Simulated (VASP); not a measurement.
## Ag: single point with PBE

The system is Ag.

```xyz
1
Lattice="2.5914 0.0000 0.0000 0.0000 2.5914 0.0000 0.0000 0.0000 2.5914" Properties=species:S:1:pos:R:3 pbc="T T T"
Ag    0.0000    0.0000    0.0000
```

This isn't the form of Ag at room conditions, which is fcc.

```yaml
Program: VASP 6.6.1
Task: single point
Functional: PBE
Potentials_or_basis: VASP PAW PBE potentials, release 64 (Ag)
Cutoff: 520 eV
k_mesh: 17 × 17 × 17
Occupations: fermi-dirac, width 0.05 eV
Spin: no spin polarisation
Dipole_correction: no
Further_INCAR_settings: ALGO = Normal; EDIFF = 1e-06; NBANDS = 12
```

The pressure is 19.6 GPa. The band gap on the k mesh is zero (an odd number of electrons rules out a gap without spin polarisation).

Levels at points of the mesh, in eV from the Fermi level:
```
           k point  band 3  band 4  band 5  band 6  band 7  band 8  band 9  band 10
(0.00, 0.00, 0.00)   -6.67   -2.77   -2.77   -2.77   15.25   15.25   15.25    21.21
```

It took 16 s on 1 thread of Intel(R) Xeon(R) Platinum 8488C (Sapphire Rapids) (shared host), peak memory 0.15 GiB.

Caveat: the cell stands under pressure.
